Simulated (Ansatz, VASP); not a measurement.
## Two plane-wave programs on SnO

The input INCAR:

```
  PREC = Accurate
  ENCUT = 910
  EDIFF = 1E-6
  ISMEAR = -1
  SIGMA = 0.02
  LREAL = F
  LASPH = T
  NELM = 120
  ALGO = Normal
  ISIF = 2
  LWAVE = F
  LCHARG = F
  GGA = PS
  NBANDS = 28
  GGA_COMPAT = F
```

The input KPOINTS:

```
regular mesh
0
Gamma
  4 4 4
```

Contents of POSCAR:

```
SnO
1.0
    3.7926488508      0.0000000000      0.0000000000
    0.0000000000      3.7926488508      0.0000000000
    0.0000000000      0.0000000000      4.7582138634
Sn O
2 2
Direct
    0.5000000000      0.0000000000      0.2410340823
    0.0000000000      0.5000000000      0.7589659177
    0.0000000000      0.0000000000      0.0000000000
    0.5000000000      0.5000000000      0.0000000000
```

Input for Ansatz:

```yaml
crystal:
  lattice:
    - [3.7926488508, 0.0, 0.0]
    - [0.0, 3.7926488508, 0.0]
    - [0.0, 0.0, 4.7582138634]
  atoms:
    - { symbol: Sn, position: [0.5, 0.0, 0.2410340823] }
    - { symbol: Sn, position: [0.0, 0.5, 0.7589659177] }
    - { symbol: O, position: [0.0, 0.0, 0.0] }
    - { symbol: O, position: [0.5, 0.5, 0.0] }
kpoints:
  mp_grid: { grid: [4, 4, 4] }
hamiltonian:
  xc: pbesol
scf:
  occupations: { method: fermi_dirac, width: 0.02 }
  n_extra_bands: 5
output:
  forces: true
  stress: true
  eigenvalues: true
```

Alike in both runs: task single point; functional PBEsol; k mesh 4 × 4 × 4; occupations fermi-dirac, width 0.02 eV; no spin polarisation.

|  | VASP | Ansatz |
| --- | --- | --- |
| version | VASP 6.6.1 | Ansatz 0.2.0 |
| potentials or method | VASP PAW PBE potentials, release 64 (Sn_d, O_h) | plane waves, PAW |
| plane-wave cutoff (eV) | 910 | 420 |
| valence electrons in the cell | 40 | 40 |

```csv
,VASP,Ansatz,Ansatz less VASP
rms of the force components (eV/Å),0.150,0.117,-0.0334
```

VASP's potentials were made for PBE, not for PBEsol. Atom by atom the forces differ by 0.033 eV/Å (rms over components).

The k mesh is coarse, so the values compare programs but aren't converged. Noted on VASP's run: the cutoff is short for stress, so the pressure is rough.
